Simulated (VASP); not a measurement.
# Si7Sn (P-43m) in VASP: further runs

Runs on Si7Sn. Level: PBEsol. Tasks: single point, relaxation of cell and atoms.

All numbers are computed with VASP 6.6.1; they aren't measurements. Logs are shortened: lines on timing, memory, paths and dates and some standing lists are left out, and cuts for length are marked.

### 1 The cell of the first run

It takes space group P-43m (No. 215, cubic). The conventional cell has a = 5.568 Å, b = 5.568 Å, c = 5.568 Å, α = 90.00°, β = 90.00°, γ = 90.00°. Si (site symmetry 3m) has 3 Si at 2.38 Å and 1 Sn at 2.53 Å within 3.1 Å. Within 3.1 Å of Si (site symmetry -42m) lie 4 Si at 2.38 Å. Sn (site symmetry -43m) has 4 Si at 2.53 Å within 3.3 Å.

### 2 Single point, PBEsol

Input file INCAR:

```
SYSTEM = Si7Sn
ALGO = Normal ; EDIFF = 1E-6
ENCUT = 520 ; GGA = PS
ISIF = 2 ; ISMEAR = 0
LASPH = .TRUE. ; LCHARG = .FALSE.
LREAL = .FALSE. ; LWAVE = .FALSE.
NBANDS = 31 ; NELM = 100
PREC = Accurate ; SIGMA = 0.01
```

Input file KPOINTS:

```
k-points
0
G
  6 6 6
  0 0 0
```

Input file POSCAR:

```
Si7Sn
1.0
    5.5681856111      0.0000000000      0.0000000000
    0.0000000000      5.5681856111      0.0000000000
    0.0000000000      0.0000000000      5.5681856111
Si Sn
7 1
Direct
    0.2619187478      0.2619187478      0.2619187478
    0.0000000000      0.5000000000      0.5000000000
    0.5000000000      0.5000000000      0.0000000000
    0.5000000000      0.0000000000      0.5000000000
    0.7380812522      0.2619187478      0.7380812522
    0.7380812522      0.7380812522      0.2619187478
    0.2619187478      0.7380812522      0.7380812522
    0.0000000000      0.0000000000      0.0000000000
```

Potentials or basis: VASP PAW PBE potentials, release 64 (Si, Sn_d).

On the command line:

```
> cat potpaw_PBE.64/Si/POTCAR potpaw_PBE.64/Sn_d/POTCAR > POTCAR
> mpirun -np 1 vasp_std > vasp.out
```

OUTCAR:

```text
SYSTEM = Si7Sn
   EDIFF = 1E-6
   ENCUT = 520
   GGA = PS
   ISIF = 2
   ISMEAR = 0
   LASPH = .TRUE.
   LREAL = .FALSE.
   NELM = 100
   PREC = Accurate

 ion  position               nearest neighbor table
   1  0.262  0.262  0.262-   2 2.38   3 2.38   4 2.38   8 2.53
   2  0.000  0.500  0.500-   1 2.38   5 2.38   6 2.38   7 2.38
   3  0.500  0.500  0.000-   1 2.38   5 2.38   6 2.38   7 2.38
   4  0.500  0.000  0.500-   1 2.38   5 2.38   6 2.38   7 2.38
   5  0.738  0.262  0.738-   2 2.38   3 2.38   4 2.38   8 2.53
   6  0.738  0.738  0.262-   2 2.38   3 2.38   4 2.38   8 2.53
   7  0.262  0.738  0.738-   2 2.38   3 2.38   4 2.38   8 2.53
   8  0.000  0.000  0.000-   1 2.53   5 2.53   6 2.53   7 2.53

  LATTYP: Found a simple cubic cell.
 ALAT       =     5.5681856111

  Lattice vectors:

 A1 = (   5.5681856111,   0.0000000000,   0.0000000000)
 A2 = (   0.0000000000,   5.5681856111,   0.0000000000)
 A3 = (   0.0000000000,   0.0000000000,   5.5681856111)

Analysis of symmetry for initial positions (statically):
=====================================================================
 Subroutine PRICEL returns:
 Original cell was already a primitive cell.

 Routine SETGRP: Setting up the symmetry group for a
 simple cubic supercell.

 Subroutine GETGRP returns: Found 24 space group operations
 (whereof 24 operations were pure point group operations)
 out of a pool of 48 trial point group operations.

The static configuration has the point symmetry T_d .

Analysis of symmetry for dynamics (positions and initial velocities):
=====================================================================
 Subroutine PRICEL returns:
 Original cell was already a primitive cell.

 Routine SETGRP: Setting up the symmetry group for a
 simple cubic supercell.

 Subroutine GETGRP returns: Found 24 space group operations
 (whereof 24 operations were pure point group operations)
 out of a pool of 48 trial point group operations.

The dynamic configuration has the point symmetry T_d .

 Subroutine INISYM returns: Found 24 space group operations
 (whereof 24 operations are pure point group operations),
 and found     1 'primitive' translations

----------------------------------------------------------------------------------------

                                     Primitive cell

  volume of cell :     172.6399

  direct lattice vectors                    reciprocal lattice vectors
     5.568185611  0.000000000  0.000000000     0.179591714  0.000000000  0.000000000
     0.000000000  5.568185611  0.000000000     0.000000000  0.179591714  0.000000000
     0.000000000  0.000000000  5.568185611     0.000000000  0.000000000  0.179591714

  length of vectors
     5.568185611  5.568185611  5.568185611     0.179591714  0.179591714  0.179591714

  position of ions in fractional coordinates (direct lattice)
     0.261918748  0.261918748  0.261918748
     0.000000000  0.500000000  0.500000000
     0.500000000  0.500000000  0.000000000
     0.500000000  0.000000000  0.500000000
     0.738081252  0.261918748  0.738081252
     0.738081252  0.738081252  0.261918748
     0.261918748  0.738081252  0.738081252
     0.000000000  0.000000000  0.000000000

  ion indices of the primitive-cell ions
   primitive index   ion index
                 1           1
                 2           2
                 3           3
                 4           4
                 5           5
                 6           6
                 7           7
                 8           8

----------------------------------------------------------------------------------------

 KPOINTS: k-points

Automatic generation of k-mesh.
 Grid dimensions read from file:
 generate k-points for:    6    6    6

 Generating k-lattice:

  Cartesian coordinates                     Fractional coordinates (reciprocal lattice)
     0.029931952  0.000000000  0.000000000     0.166666667  0.000000000  0.000000000
     0.000000000  0.029931952  0.000000000     0.000000000  0.166666667  0.000000000
     0.000000000  0.000000000  0.029931952     0.000000000  0.000000000  0.166666667

  Length of vectors
     0.029931952  0.029931952  0.029931952

  Shift w.r.t. Gamma in fractional coordinates (k-lattice)
     0.000000000  0.000000000  0.000000000

 Subroutine IBZKPT returns following result:
 ===========================================

 Found     20 irreducible k-points:

 Following reciprocal coordinates:
            Coordinates               Weight
  0.000000  0.000000  0.000000      1.000000
  0.166667  0.000000  0.000000      6.000000
  0.333333  0.000000  0.000000      6.000000
  0.500000  0.000000  0.000000      3.000000
  0.166667  0.166667  0.000000     12.000000
  0.333333  0.166667  0.000000     24.000000
[... 12 lines left out ...]
  0.500000  0.500000  0.333333      6.000000
  0.500000  0.500000  0.500000      1.000000
   k-points           NKPTS =     20   k-points in BZ     NKDIM =     20   number of bands    NBANDS=     31
   number of dos      NEDOS =    301   number of ions     NIONS =      8
   total plane-waves  NPLWV =  74088
   dimension x,y,z NGX =    42 NGY =   42 NGZ =   42
   dimension x,y,z NGXF=    84 NGYF=   84 NGZF=   84
   ions per type =               7   1
   NGX,Y,Z   is equivalent  to a cutoff of  12.54, 12.54, 12.54 a.u.
   NGXF,Y,Z  is equivalent  to a cutoff of  25.08, 25.08, 25.08 a.u.
 SYSTEM =  Si7Sn
   PREC   = accura    normal or accurate (medium, high low for compatibility)
   ISTART =      0    job   : 0-new  1-cont  2-samecut
   ICHARG =      2    charge: 1-file 2-atom 10-const
   ISPIN  =      1    spin polarized calculation?
   LNONCOLLINEAR =      F non collinear calculations
   LSORBIT =      F    spin-orbit coupling
   LASPH  =      T    aspherical Exc in radial PAW
   ENCUT  =  520.0 eV  38.22 Ry    6.18 a.u.  10.35 10.35 10.35*2*pi/ulx,y,z
   NELM   =    100;   NELMIN=  2; NELMDL= -5     # of ELM steps
   EDIFF  = 0.1E-05   stopping-criterion for ELM
   LREAL  =      F    real-space projection
   EDIFFG = 0.1E-04   stopping-criterion for IOM
   NSW    =      0    number of steps for IOM
   IBRION =     -1    ionic relax: 0-MD 1-quasi-New 2-CG
   NFREE  =      0    steps in history (QN), initial steepest desc. (CG)
   ISIF   =      2    stress and relaxation
   ISYM   =      2    0-nonsym 1-usesym 2-fastsym
   POTIM  = 0.5000    time-step for ionic-motion
   TEBEG  =    0.0;   TEEND  =   0.0 temperature during run
   PSTRESS=    0.0 pullay stress
   NELECT =      42.0000    total number of electrons
   NUPDOWN=      -1.0000    fix difference up-down
   EMIN   =  10.00;   EMAX   =-10.00  energy-range for DOS
   EFERMI =   0.00;   METHOD = LEGACY
   ISMEAR =     0;   SIGMA  =   0.01  broadening in eV -4-tet -1-fermi 0-gaus
   EFERMI_NEDOS =   21; number of points for ismear=-14 and -15
   IALGO  =     38    algorithm
   IMIX   =      4    mixing-type and parameters
     AMIX     =   0.40;   BMIX     =  1.00
     AMIX_MAG =   1.60;   BMIX_MAG =  1.00
  volume/ion in A,a.u.               =      21.58       145.63
  Fermi-wavevector in a.u.,A,eV,Ry     =   1.021984  1.931270 14.210631  1.044452
  Thomas-Fermi vector in A             =   2.155639
   LORBIT       =      0    0 simple, 1 ext, 2 COOP (PROOUT), +10 PAW based schemes
   GGA     = PS    functional components
   LHFCALC =     F    Hartree Fock is set to
   AEXX    =    0.0000 exact exchange contribution
   IVDW    =     0    specifies the selected vdW correction
   LEPSILON=     F    determine dielectric tensor
   LRPA    =     F    only Hartree local field effects (RPA)
 non-spin polarized calculation
 Gauss-broadening in eV      SIGMA  =   0.01
  energy-cutoff  :      520.00
  volume of cell :      172.64
 maximum number of plane-waves:      4697
 NGX is ok and might be reduce to    42
   NGX = 21   NGY = 21   NGZ = 21

 number of electron      42.0000013 magnetization

 Free energy of the ion-electron system (eV)
  ---------------------------------------------------
  ext. energy  EPLUGINS =         0.00000000
  ---------------------------------------------------
  free energy    TOTEN  =       -43.88055135 eV

  energy without entropy =      -43.88055135  energy(sigma->0) =      -43.88055135

 E-fermi :   5.9310     XC(G=0):  -9.5280

 val. band max:        5.8852441438   @ k =   0.0000   0.0000   0.0000
 cond. band min:       5.9725655698   @ k =   0.0000   0.0000   0.0000
 fundamental gap:      0.0873214260
 Fermi energy:         5.9310468504

 k-point     1 :       0.0000    0.0000    0.0000
  band No.  band energies     occupation
      1     -15.0546      2.00000
      2     -15.0546      2.00000
      3     -15.0546      2.00000
      4     -14.9970      2.00000
      5     -14.9970      2.00000
      6      -5.9819      2.00000
[... 23 lines left out ...]
     30       8.3745      0.00000
     31       8.4671      0.00000

 k-point     2 :       0.1667    0.0000    0.0000
  band No.  band energies     occupation
      1     -15.0547      2.00000
      2     -15.0547      2.00000
      3     -15.0546      2.00000
      4     -14.9969      2.00000
      5     -14.9968      2.00000
      6      -5.8652      2.00000
[... 23 lines left out ...]
     30       8.9638      0.00000
     31       9.1876      0.00000

 k-point     3 :       0.3333    0.0000    0.0000
  band No.  band energies     occupation
      1     -15.0549      2.00000
      2     -15.0549      2.00000
      3     -15.0547      2.00000
      4     -14.9969      2.00000
      5     -14.9964      2.00000
      6      -5.5181      2.00000
[... 23 lines left out ...]
     30      10.1648      0.00000
     31      10.1648      0.00000

 k-point     4 :       0.5000    0.0000    0.0000
  band No.  band energies     occupation
      1     -15.0550      2.00000
      2     -15.0550      2.00000
      3     -15.0547      2.00000
      4     -14.9969      2.00000
      5     -14.9962      2.00000
      6      -5.0266      2.00000
[... 23 lines left out ...]
     30      10.3766      0.00000
     31      10.3779      0.00000

 k-point     5 :       0.1667    0.1667    0.0000
  band No.  band energies     occupation
      1     -15.0548      2.00000
      2     -15.0547      2.00000
      3     -15.0547      2.00000
      4     -14.9968      2.00000
      5     -14.9966      2.00000
      6      -5.7495      2.00000
[... 23 lines left out ...]
     30       8.8224      0.00000
     31      10.1968      0.00000
[... 406 lines left out ...]
     30      10.0008      0.00000
     31      10.1189      0.00000

 k-point    18 :       0.5000    0.3333    0.3333
  band No.  band energies     occupation
      1     -15.0553      2.00000
      2     -15.0553      2.00000
      3     -15.0552      2.00000
      4     -14.9960      2.00000
      5     -14.9958      2.00000
      6      -4.2566      2.00000
[... 23 lines left out ...]
     30       9.5878      0.00000
     31       9.7289      0.00000

 k-point    19 :       0.5000    0.5000    0.3333
  band No.  band energies     occupation
      1     -15.0555      2.00000
      2     -15.0553      2.00000
      3     -15.0553      2.00000
      4     -14.9959      2.00000
      5     -14.9957      2.00000
      6      -3.9116      2.00000
[... 23 lines left out ...]
     30       9.4309      0.00000
     31       9.4309      0.00000

 k-point    20 :       0.5000    0.5000    0.5000
  band No.  band energies     occupation
      1     -15.0555      2.00000
      2     -15.0555      2.00000
      3     -15.0555      2.00000
      4     -14.9957      2.00000
      5     -14.9957      2.00000
      6      -3.7994      2.00000
[... 23 lines left out ...]
     30       9.1590      0.00000
     31       9.1590      0.00000

------------------------ aborting loop because EDIFF is reached ----------------------------------------

  FORCE on cell =-STRESS in cart. coord.  units (eV):
  Direction    XX          YY          ZZ          XY          YZ          ZX
  --------------------------------------------------------------------------------------
  -------------------------------------------------------------------------------------
  Total        0.0519823      0.0519823      0.0519823      0.0000000      0.0000000      0.0000000
  in kB        0.4824195      0.4824195      0.4824195      0.0000000      0.0000000      0.0000000
  external PRESSURE =       0.4824195 kB  Pullay stress =       0.0000000 kB

 VOLUME and BASIS-vectors are now :
 -----------------------------------------------------------------------------
  energy-cutoff  :      520.00
  volume of cell :      172.64
      direct lattice vectors                 reciprocal lattice vectors
     5.568185611  0.000000000  0.000000000     0.179591714  0.000000000  0.000000000
     0.000000000  5.568185611  0.000000000     0.000000000  0.179591714  0.000000000
     0.000000000  0.000000000  5.568185611     0.000000000  0.000000000  0.179591714

 POSITION                                       TOTAL-FORCE (eV/Angst)
 -----------------------------------------------------------------------------------
      1.45841      1.45841      1.45841        -0.009203     -0.009203     -0.009203
      0.00000      2.78409      2.78409        -0.000000     -0.000000     -0.000000
      2.78409      2.78409      0.00000        -0.000000     -0.000000     -0.000000
      2.78409      0.00000      2.78409        -0.000000     -0.000000     -0.000000
      4.10977      1.45841      4.10977         0.009203     -0.009203      0.009203
      4.10977      4.10977      1.45841         0.009203      0.009203     -0.009203
      1.45841      4.10977      4.10977        -0.009203      0.009203      0.009203
      0.00000      0.00000      0.00000        -0.000000     -0.000000     -0.000000
 -----------------------------------------------------------------------------------
    total drift:                               -0.000000     -0.000000     -0.000000

  FREE ENERGIE OF THE ION-ELECTRON SYSTEM (eV)
  ---------------------------------------------------
  free  energy   TOTEN  =       -43.8805513486 eV

  energy  without entropy=      -43.8805513486  energy(sigma->0) =      -43.88055135
```

Wall time 79 s (1 thread of Intel Xeon Platinum 8259CL at 2.50GHz (Skylake/Cascade Lake), shared host); peak memory 0.29 GiB.

What came out:

```
Free energy            : -43.8806 eV
Pressure               : 0.0 GPa
Largest force          : 0.016 eV/Å
Band gap on the k mesh : 0.09 eV
```

Forces in eV/Å, atoms in the order of the input:
```
Si  -0.009 -0.009 -0.009
Si   0.000  0.000  0.000
Si   0.000  0.000  0.000
Si   0.000  0.000  0.000
Si   0.009 -0.009  0.009
Si   0.009  0.009 -0.009
Si  -0.009  0.009  0.009
Sn   0.000  0.000  0.000
```

Caveat: semilocal functionals underestimate gaps, and a narrow one can read as zero; the PAW data sets were made with another functional, which shifts forces and pressure a little; spin-orbit coupling is left out, which moves the levels of the heavy elements.

[end of part 1 of 2]
